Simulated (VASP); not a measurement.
# InAs (F-43m) in VASP: relaxation of cell and atoms with LDA

Aim: the relaxation of cell and atoms of InAs with LDA.

All numbers are computed with VASP 6.6.1; they aren't measurements. Logs are shortened: lines on timing, memory, paths and dates and some standing lists are left out, and cuts for length are marked.

### Step 1. The cell of the first run

The structure is cubic, space group F-43m (No. 216). The conventional cell has a = 6.036 Å, b = 6.036 Å, c = 6.036 Å, α = 90.00°, β = 90.00°, γ = 90.00°. In (site symmetry -43m) has 4 As at 2.61 Å within 3.4 Å. Within 3.4 Å of As (site symmetry -43m) lie 4 In at 2.61 Å.

### Step 2. Relaxation of cell and atoms, LDA

INCAR reads:

```
PREC = Accurate ; ENCUT = 600
EDIFF = 1E-7 ; ISMEAR = -1
SIGMA = 0.08 ; LREAL = False
LASPH = True ; NELM = 80
ALGO = Normal ; ISIF = 3
LWAVE = False ; LCHARG = False
IBRION = 2 ; NSW = 100
EDIFFG = -0.002
```

KPOINTS reads:

```
regular mesh
0
Gamma
  14 14 14
```

POSCAR reads:

```
InAs
1.0
    0.0000000000      3.0180000000      3.0180000000
    3.0180000000      0.0000000000      3.0180000000
    3.0180000000      3.0180000000      0.0000000000
In As
1 1
Direct
    0.0000000000      0.0000000000      0.0000000000
    0.7500000000      0.7500000000      0.7500000000
```

Potentials or basis: VASP PAW LDA potentials, release 64 (In_d, As).

Started as:

```console
cat potpaw_LDA.64/In_d/POTCAR potpaw_LDA.64/As/POTCAR > POTCAR
mpirun -np 1 vasp_std > vasp.out
```

OUTCAR:

```text
PREC = Accurate
   ENCUT = 600
   EDIFF = 1E-7
   ISMEAR = -1
   LREAL = False
   LASPH = True
   NELM = 80
   ISIF = 3
   IBRION = 2
   NSW = 100
   EDIFFG = -0.002

 ion  position               nearest neighbor table
   1  0.000  0.000  0.000-   2 2.61   2 2.61   2 2.61   2 2.61
   2  0.750  0.750  0.750-   1 2.61   1 2.61   1 2.61   1 2.61

  LATTYP: Found a face centered cubic cell.
 ALAT       =     6.0360000000

  Lattice vectors:

 A1 = (   0.0000000000,   3.0180000000,   3.0180000000)
 A2 = (   3.0180000000,   0.0000000000,   3.0180000000)
 A3 = (   3.0180000000,   3.0180000000,   0.0000000000)

Analysis of symmetry for initial positions (statically):
=====================================================================
 Subroutine PRICEL returns:
 Original cell was already a primitive cell.

 Routine SETGRP: Setting up the symmetry group for a
 face centered cubic supercell.

 Subroutine GETGRP returns: Found 24 space group operations
 (whereof 24 operations were pure point group operations)
 out of a pool of 48 trial point group operations.

The static configuration has the point symmetry T_d .

Analysis of symmetry for dynamics (positions and initial velocities):
=====================================================================
 Subroutine PRICEL returns:
 Original cell was already a primitive cell.

 Routine SETGRP: Setting up the symmetry group for a
 face centered cubic supercell.

 Subroutine GETGRP returns: Found 24 space group operations
 (whereof 24 operations were pure point group operations)
 out of a pool of 48 trial point group operations.

The dynamic configuration has the point symmetry T_d .

 Subroutine INISYM returns: Found 24 space group operations
 (whereof 24 operations are pure point group operations),
 and found     1 'primitive' translations

----------------------------------------------------------------------------------------

                                     Primitive cell

  volume of cell :      54.9778

  direct lattice vectors                    reciprocal lattice vectors
     0.000000000  3.018000000  3.018000000    -0.165672631  0.165672631  0.165672631
     3.018000000  0.000000000  3.018000000     0.165672631 -0.165672631  0.165672631
     3.018000000  3.018000000  0.000000000     0.165672631  0.165672631 -0.165672631

  length of vectors
     4.268096531  4.268096531  4.268096531     0.286953414  0.286953414  0.286953414

  position of ions in fractional coordinates (direct lattice)
     0.000000000  0.000000000  0.000000000
     0.750000000  0.750000000  0.750000000

  ion indices of the primitive-cell ions
   primitive index   ion index
                 1           1
                 2           2

----------------------------------------------------------------------------------------

 KPOINTS: regular mesh

Automatic generation of k-mesh.
 Grid dimensions read from file:
 generate k-points for:   14   14   14

 Generating k-lattice:

  Cartesian coordinates                     Fractional coordinates (reciprocal lattice)
    -0.011833759  0.011833759  0.011833759     0.071428571  0.000000000  0.000000000
     0.011833759 -0.011833759  0.011833759     0.000000000  0.071428571  0.000000000
     0.011833759  0.011833759 -0.011833759     0.000000000  0.000000000  0.071428571

  Length of vectors
     0.020496672  0.020496672  0.020496672

  Shift w.r.t. Gamma in fractional coordinates (k-lattice)
     0.000000000  0.000000000  0.000000000

 Subroutine IBZKPT returns following result:
 ===========================================

 Found    104 irreducible k-points:

 Following reciprocal coordinates:
            Coordinates               Weight
  0.000000  0.000000  0.000000      1.000000
  0.071429  0.000000  0.000000      8.000000
  0.142857  0.000000  0.000000      8.000000
  0.214286  0.000000  0.000000      8.000000
  0.285714  0.000000  0.000000      8.000000
  0.357143  0.000000  0.000000      8.000000
[... 16 lines left out ...]
  0.214286  0.142857  0.000000     24.000000
  0.285714  0.142857  0.000000     24.000000
 [... further k-points ...]
   k-points           NKPTS =    104   k-points in BZ     NKDIM =    104   number of bands    NBANDS=     13
   number of dos      NEDOS =    301   number of ions     NIONS =      2
   total plane-waves  NPLWV =  46656
   dimension x,y,z NGX =    36 NGY =   36 NGZ =   36
   dimension x,y,z NGXF=    72 NGYF=   72 NGZF=   72
   ions per type =               1   1
   NGX,Y,Z   is equivalent  to a cutoff of  14.02, 14.02, 14.02 a.u.
   NGXF,Y,Z  is equivalent  to a cutoff of  28.04, 28.04, 28.04 a.u.
 SYSTEM =  unknown system
   PREC   = accura    normal or accurate (medium, high low for compatibility)
   ISTART =      0    job   : 0-new  1-cont  2-samecut
   ICHARG =      2    charge: 1-file 2-atom 10-const
   ISPIN  =      1    spin polarized calculation?
   LNONCOLLINEAR =      F non collinear calculations
   LSORBIT =      F    spin-orbit coupling
   LASPH  =      T    aspherical Exc in radial PAW
   ENCUT  =  600.0 eV  44.10 Ry    6.64 a.u.   8.52  8.52  8.52*2*pi/ulx,y,z
   NELM   =     80;   NELMIN=  2; NELMDL= -5     # of ELM steps
   EDIFF  = 0.1E-06   stopping-criterion for ELM
   LREAL  =      F    real-space projection
   EDIFFG = -.2E-02   stopping-criterion for IOM
   NSW    =    100    number of steps for IOM
   IBRION =      2    ionic relax: 0-MD 1-quasi-New 2-CG
   NFREE  =      1    steps in history (QN), initial steepest desc. (CG)
   ISIF   =      3    stress and relaxation
   ISYM   =      2    0-nonsym 1-usesym 2-fastsym
   POTIM  = 0.5000    time-step for ionic-motion
   TEBEG  =    0.0;   TEEND  =   0.0 temperature during run
   PSTRESS=    0.0 pullay stress
   NELECT =      18.0000    total number of electrons
   NUPDOWN=      -1.0000    fix difference up-down
   EMIN   =  10.00;   EMAX   =-10.00  energy-range for DOS
   EFERMI =   0.00;   METHOD = LEGACY
   ISMEAR =    -1;   SIGMA  =   0.08  broadening in eV -4-tet -1-fermi 0-gaus
   EFERMI_NEDOS =   21; number of points for ismear=-14 and -15
   IALGO  =     38    algorithm
   IMIX   =      4    mixing-type and parameters
     AMIX     =   0.40;   BMIX     =  1.00
     AMIX_MAG =   1.60;   BMIX_MAG =  1.00
  volume/ion in A,a.u.               =      27.49       185.50
  Fermi-wavevector in a.u.,A,eV,Ry     =   1.128331  2.132236 17.321990  1.273130
  Thomas-Fermi vector in A             =   2.265020
   LORBIT       =      0    0 simple, 1 ext, 2 COOP (PROOUT), +10 PAW based schemes
   GGA     = CA    functional components
   LHFCALC =     F    Hartree Fock is set to
   AEXX    =    0.0000 exact exchange contribution
   IVDW    =     0    specifies the selected vdW correction
   LEPSILON=     F    determine dielectric tensor
   LRPA    =     F    only Hartree local field effects (RPA)
 conjugate gradient relaxation of ions
 non-spin polarized calculation
  energy-cutoff  :      600.00
  volume of cell :       54.98
 maximum number of plane-waves:      1862
 NGX is ok and might be reduce to    36
   NGX = 17   NGY = 17   NGZ = 17

--------------------------------------- Ionic step        1  -------------------------------------------

 number of electron      18.0000003 magnetization

 Free energy of the ion-electron system (eV)
  ---------------------------------------------------
  ext. energy  EPLUGINS =         0.00000000
  ---------------------------------------------------
  free energy    TOTEN  =        -9.03031527 eV

  energy without entropy =       -9.02997131  energy(sigma->0) =       -9.03014329

------------------------ aborting loop because EDIFF is reached ----------------------------------------

  FORCE on cell =-STRESS in cart. coord.  units (eV):
  Direction    XX          YY          ZZ          XY          YZ          ZX
  --------------------------------------------------------------------------------------
  -------------------------------------------------------------------------------------
  Total       -0.0422943     -0.0422943     -0.0422943      0.0000000      0.0000000      0.0000000
  in kB       -1.2325508     -1.2325508     -1.2325508      0.0000000      0.0000000      0.0000000
  external PRESSURE =      -1.2325508 kB  Pullay stress =       0.0000000 kB

 VOLUME and BASIS-vectors are now :
 -----------------------------------------------------------------------------
  energy-cutoff  :      600.00
  volume of cell :       54.98
      direct lattice vectors                 reciprocal lattice vectors
     0.000000000  3.018000000  3.018000000    -0.165672631  0.165672631  0.165672631
     3.018000000  0.000000000  3.018000000     0.165672631 -0.165672631  0.165672631
     3.018000000  3.018000000  0.000000000     0.165672631  0.165672631 -0.165672631
[... 37 lines left out ...]
 POSITION                                       TOTAL-FORCE (eV/Angst)
 -----------------------------------------------------------------------------------
      0.00000      0.00000      0.00000         0.000000      0.000000      0.000000
      4.52238      4.52238      4.52238        -0.000000     -0.000000     -0.000000
 -----------------------------------------------------------------------------------
    total drift:                               -0.000000     -0.000000     -0.000000

  FREE ENERGIE OF THE ION-ELECTRON SYSTEM (eV)
  ---------------------------------------------------
  free  energy   TOTEN  =        -9.0303461218 eV

  energy  without entropy=       -9.0300060155  energy(sigma->0) =       -9.03017607

--------------------------------------- Ionic step        3  -------------------------------------------

 number of electron      18.0000003 magnetization

 Free energy of the ion-electron system (eV)
  ---------------------------------------------------
  ext. energy  EPLUGINS =         0.00000000
  ---------------------------------------------------
  free energy    TOTEN  =        -9.03035738 eV

  energy without entropy =       -9.03001597  energy(sigma->0) =       -9.03018667

 E-fermi :   4.6407     XC(G=0):  -9.4444

 val. band max:        4.4136630931   @ k =   0.0000   0.0000   0.0000
 cond. band min:       5.0477618921   @ k =   0.0714   0.0000   0.0000
 fundamental gap:      0.6340987989
 Fermi energy:         4.6407261423

 k-point     1 :       0.0000    0.0000    0.0000
  band No.  band energies     occupation
      1      -9.9581      2.00000
      2      -9.9581      2.00000
      3      -9.9581      2.00000
      4      -9.8263      2.00000
      5      -9.8263      2.00000
      6      -7.5493      2.00000
      7       4.0573      1.99864
      8       4.4137      1.88942
      9       4.4137      1.88942
     10       4.4137      1.88942
     11       8.2402      0.00000
     12       8.2402      0.00000
     13       8.2402      0.00000

 k-point     2 :       0.0714    0.0000    0.0000
  band No.  band energies     occupation
      1      -9.9656      2.00000
      2      -9.9560      2.00000
      3      -9.9560      2.00000
      4      -9.8264      2.00000
      5      -9.8264      2.00000
      6      -7.4947      2.00000
      7       3.2337      2.00000
      8       4.3433      1.95259
      9       4.3433      1.95259
     10       5.0478      0.01227
     11       8.2509      0.00000
[... 339 lines left out ...]
 k-point    24 :       0.2857    0.1429    0.0000
  band No.  band energies     occupation
      1     -10.0480      2.00000
      2      -9.9297      2.00000
      3      -9.9263      2.00000
      4      -9.8368      2.00000
      5      -9.8178      2.00000
      6      -6.8142      2.00000
      7       0.6177      2.00000
      8       3.1576      2.00000
      9       3.2623      2.00000
     10       6.6394      0.00000
     11       7.6609      0.00000
     12       9.6779      0.00000
     13       9.8873      0.00000

 [... further k-points ...]

------------------------ aborting loop because EDIFF is reached ----------------------------------------

  FORCE on cell =-STRESS in cart. coord.  units (eV):
  Direction    XX          YY          ZZ          XY          YZ          ZX
  --------------------------------------------------------------------------------------
  -------------------------------------------------------------------------------------
  Total       -0.0013444     -0.0013444     -0.0013444      0.0000000      0.0000000      0.0000000
  in kB       -0.0392572     -0.0392572     -0.0392572      0.0000000      0.0000000      0.0000000
  external PRESSURE =      -0.0392572 kB  Pullay stress =       0.0000000 kB

 VOLUME and BASIS-vectors are now :
 -----------------------------------------------------------------------------
  energy-cutoff  :      600.00
  volume of cell :       54.87
      direct lattice vectors                 reciprocal lattice vectors
     0.000000000  3.015981669  3.015981669    -0.165783501  0.165783501  0.165783501
     3.015981669  0.000000000  3.015981669     0.165783501 -0.165783501  0.165783501
     3.015981669  3.015981669 -0.000000000     0.165783501  0.165783501 -0.165783501

 POSITION                                       TOTAL-FORCE (eV/Angst)
 -----------------------------------------------------------------------------------
      0.00000      0.00000      0.00000         0.000000      0.000000      0.000000
      4.52397      4.52397      4.52397        -0.000000     -0.000000     -0.000000
 -----------------------------------------------------------------------------------
    total drift:                               -0.000000     -0.000000     -0.000000

  FREE ENERGIE OF THE ION-ELECTRON SYSTEM (eV)
  ---------------------------------------------------
  free  energy   TOTEN  =        -9.0303573770 eV

  energy  without entropy=       -9.0300159698  energy(sigma->0) =       -9.03018667

 reached required accuracy - stopping structural energy minimisation
```

Run time: 3.4 min. Hardware: 1 thread of Intel Xeon 8259CL, shared host; peak memory 0.26 GiB.

Results:

```yaml
Free_energy: -9.0304 eV
Relaxed_volume: 27.43 Å³/atom
Relaxed_cell: a = 4.265 Å, b = 4.265 Å, c = 4.265 Å, α = 60.00°, β = 60.00°, γ = 60.00°
Space_group_after_relaxing_to_0.1_Å: F-43m (No. 216)
Energy_gained_by_relaxing: 0.0 meV/atom
Ionic_steps: 3
Pressure_after_relaxing: 0.0 GPa
Band_gap_on_the_k_mesh: zero (filled and empty bands touch)
```

Final structure:
```yaml
crystal:
  lattice:
    - [0.00000, 3.01598, 3.01598]
    - [3.01598, 0.00000, 3.01598]
    - [3.01598, 3.01598, 0.00000]
  atoms:
    - { symbol: In, position: [0.00000, 0.00000, 0.00000] }
    - { symbol: As, position: [0.75000, 0.75000, 0.75000] }
```

Levels at points of the mesh, in eV from the Fermi level:
| k point | band 7 | band 8 | band 9 | band 10 | band 11 | band 12 |
| --- | --- | --- | --- | --- | --- | --- |
| (0.00, 0.00, 0.00) | -0.58 | -0.23 | -0.23 | -0.23 | 3.60 | 3.60 |
| (0.50, 0.00, 0.00) | -6.10 | -1.24 | -1.24 | 0.60 | 4.38 | 4.38 |
| (0.50, 0.50, 0.00) | -6.18 | -2.60 | -2.60 | 1.18 | 1.73 | 8.82 |

Caveat: semilocal functionals underestimate gaps, so a narrow gap can read as zero; spin-orbit coupling is left out, which moves the levels of the heavy elements.
